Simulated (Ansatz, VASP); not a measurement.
## One calculation of KI, two programs

File POSCAR:

```
KI
1.0
    0.0000000000      3.2425860000      3.5245500000
    3.2425860000      0.0000000000      3.5245500000
    3.2425860000      3.2425860000      0.0000000000
K I
1 1
Direct
    0.0000000000      0.0000000000      0.0000000000
    0.5000000000      0.5000000000      0.5000000000
```

The input INCAR.step1:

```
SYSTEM = KI
PREC     = Accurate       ! precision mode
ENCUT    = 520            ! plane-wave cutoff, eV
ISMEAR   = 0              ! smearing method
SIGMA    = 0.05           ! smearing width, eV
LREAL    = .False.        ! projectors in reciprocal space
LASPH    = .True.         ! aspherical terms in the spheres
NELM     = 100            ! most SCF steps
NBANDS   = 15             ! bands
GGA      = PE             ! functional
ALGO     = Normal         ! electronic algorithm
EDIFF    = 1E-4           ! SCF threshold, eV
LWAVE    = .True.         ! write WAVECAR
LCHARG   = .False.        ! write CHGCAR
```

Contents of INCAR.step2:

```
SYSTEM = KI
PREC     = Accurate       ! precision mode
ENCUT    = 520            ! plane-wave cutoff, eV
EDIFF    = 1E-6           ! SCF threshold, eV
ISMEAR   = 0              ! smearing method
SIGMA    = 0.05           ! smearing width, eV
LREAL    = .False.        ! projectors in reciprocal space
LASPH    = .True.         ! aspherical terms in the spheres
NELM     = 100            ! most SCF steps
ALGO     = Normal         ! electronic algorithm
ISIF     = 2              ! what is computed and relaxed
LWAVE    = .False.        ! write WAVECAR
LCHARG   = .False.        ! write CHGCAR
METAGGA  = R2SCAN         ! meta-GGA
LMIXTAU  = .True.       
NBANDS   = 15             ! bands
ISTART   = 1
```

Contents of KPOINTS:

```
Automatic mesh
0
Gamma
  6 6 6
  0 0 0
```

Input for Ansatz:

```yaml
crystal:
  lattice:
    - [0.0, 3.242586, 3.52455]
    - [3.242586, 0.0, 3.52455]
    - [3.242586, 3.242586, 0.0]
  atoms:
    - { symbol: K, position: [0.0, 0.0, 0.0] }
    - { symbol: I, position: [0.5, 0.5, 0.5] }
basis:
  ecutwfc: 500
kpoints:
  mp_grid: { grid: [6, 6, 6] }
hamiltonian:
  xc: r2scan
scf:
  occupations: { method: gaussian, width: 0.05 }
output:
  forces: true
  stress: true
  eigenvalues: true
```

Change from the starting cell: strain -0.080 along x and y, +0.000 along z, atoms carried along.

Alike in both runs: task single point; functional r2SCAN; k mesh 6 × 6 × 6; occupations gaussian, width 0.05 eV; no spin polarisation.

```csv
,VASP,Ansatz
version,VASP 6.6.1,Ansatz 0.2.0
potentials or method,"VASP PAW PBE potentials, release 64 (K_sv, I), cutoff 520 eV","scalar-relativistic, plane waves, PAW"
valence electrons in the cell,16,26
```

```csv
,VASP,Ansatz,Ansatz less VASP
gap on the k mesh at the Fermi level (eV),4.95,4.96,+0.010
least direct gap on the mesh (eV),5.01,5.02,+0.004
pressure (GPa),4.1,4.1,-0.03
"traceless stress, the component that is largest in VASP (GPa)",-3.23,-3.19,+0.030
```

VASP's potentials were made for PBE, not for r2SCAN. The functional is the same, so the differences come from potentials, cutoffs and numerics. VASP's potentials hold 16 valence electrons a cell and Ansatz's 26, so a difference there can come from the potentials and not from the codes.

Spin-orbit coupling is off throughout.
